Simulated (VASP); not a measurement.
## AlN: single point with BLYP

Crystal: AlN.

```
Al N
1.0
     0.00000    2.19846    2.19846
     2.19846    0.00000    2.19846
     2.19846    2.19846    0.00000
Al N
1 1
Cartesian
  0.0000 0.0000 0.0000
  1.0992 1.0992 1.0992
```

| Property | Result |
| --- | --- |
| Program | VASP 6.6.1 |
| Task | single point |
| Functional | BLYP |
| Potentials or basis | VASP PAW PBE potentials, release 64 (Al, N) |
| Cutoff | 520 eV |
| k mesh | 10 × 10 × 10 |
| Occupations | fermi-dirac, width 0.05 eV |
| Spin | no spin polarisation |

The pressure is 4.1 GPa. The band gap on the k mesh is 3.66 eV, indirect (least direct gap 4.30 eV).

Levels at points of the mesh, in eV from the valence-band top:
```csv
k point,band 1,band 2,band 3,band 4,band 5,band 6,band 7,band 8
"(0.00, 0.00, 0.00)",-14.77,0.00,0.00,0.00,4.30,12.42,12.42,12.42
"(0.50, 0.00, 0.00)",-12.81,-5.65,-0.48,-0.48,7.37,10.00,11.16,11.16
"(0.50, 0.50, 0.00)",-12.19,-4.77,-1.73,-1.73,3.66,8.66,13.76,15.57
```

Wall time 10 s on 1 thread of Intel(R) Xeon(R) Platinum 8375C CPU @ 2.90GHz (Ice Lake), on a shared host, peak memory 0.13 GiB.

Caveat: the PAW data sets were made with another functional, which shifts forces and pressure a little. BLYP gaps usually lie below the measured ones, often by a third to a half.
